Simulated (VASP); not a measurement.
Set up this calculation in VASP 6.6.1, as the native input.

- Task: single point
- Functional: PBE
- Potentials or basis: VASP PAW PBE potentials, release 64 (Sc_sv, Al, Sb, As)
- Cutoff: 520 eV
- k mesh: 4 × 4 × 6
- Occupations: gaussian, width 0.1 eV
- Spin: no spin polarisation
- Dipole correction: no
- Further INCAR settings: ALGO = Normal; EDIFF = 1e-07; NBANDS = 25

The structure of ScAl2Sb2As lies in POSCAR:

```
ScAl2Sb2As
1.0
    3.9019505234     -4.8749158279      0.0000000000
    3.9019505234      4.8749158279      0.0000000000
    0.0000000000      0.0000000000      4.0907893225
Sc Al Sb As
1 2 2 1
Direct
    0.0000000000      0.0000000000      0.0000000000
    0.5000000000      0.0000000000      0.5000000000
    0.0000000000      0.5000000000      0.5000000000
    0.7101866839      0.2898133161      0.0000000000
    0.2898133161      0.7101866839      0.0000000000
    0.5000000000      0.5000000000      0.5000000000
```

One way to write it, as run:

INCAR

```
SYSTEM = ScAl2Sb2As
ALGO = Normal
EDIFF = 1E-7
ENCUT = 520
GGA = PE
ISIF = 2
ISMEAR = 0
LASPH = .TRUE.
LCHARG = .FALSE.
LREAL = .FALSE.
LWAVE = .FALSE.
NBANDS = 25
NELM = 80
PREC = Accurate
SIGMA = 0.1
```

KPOINTS

```
k-points
0
G
  4 4 6
  0 0 0
```

Potentials or basis: VASP PAW PBE potentials, release 64 (Sc_sv, Al, Sb, As).

Launch:

```bash
$ cat potpaw_PBE.64/Sc_sv/POTCAR potpaw_PBE.64/Al/POTCAR potpaw_PBE.64/Sb/POTCAR potpaw_PBE.64/As/POTCAR > POTCAR
$ mpirun -np 1 vasp_std > vasp.out
```

Results of the run:

```yaml
Pressure: 0.2 GPa
Largest_force: 0.023 eV/Å
Band_gap_on_the_k_mesh: zero (band 16 reaches 6.09 eV, above the bottom of band 17 at 5.05 eV)
```

Caveat: spin-orbit coupling is left out, which moves the levels of the heavy elements.

It took 86 s on 1 thread of Intel(R) Xeon(R) Platinum 8375C CPU @ 2.90GHz (Ice Lake), with other jobs on the host, peak memory 0.33 GiB.
